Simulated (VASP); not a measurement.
A run of VASP 6.6.1 is set up as follows.

Contents of INCAR:

```
SYSTEM = Os
  PREC = Accurate
  ENCUT = 520
  EDIFF = 1E-6
  ISMEAR = -1
  SIGMA = 0.05
  LREAL = .False.
  LASPH = .True.
  NELM = 60
  ALGO = Normal
  ISIF = 2
  LWAVE = .False.
  LCHARG = .False.
  NBANDS = 10
```

File KPOINTS:

```
Automatic mesh
0
Gamma
  17 17 17
  0 0 0
```

Contents of POSCAR:

```
Os
1.0
    2.5167608770      0.0000000000      0.0000000000
    0.0000000000      2.5167608770      0.0000000000
    0.0000000000      0.0000000000      2.5167608770
Os
1
Direct
    0.0000000000      0.0000000000      0.0000000000
```

Potentials or basis: VASP PAW LDA potentials, release 64 (Os).

Command:

```sh
$ cat potpaw_LDA.64/Os/POTCAR > POTCAR
$ mpirun -np 1 vasp_std > vasp.out
```

Task: Predict the band gap on the k mesh.

Result: Zero (bands 4 and 5 overlap by 6.06 eV).

Task: Estimate the pressure.

Result: 0.0 GPa.

Caveat: spin-orbit coupling is left out, which moves the levels of the heavy elements.
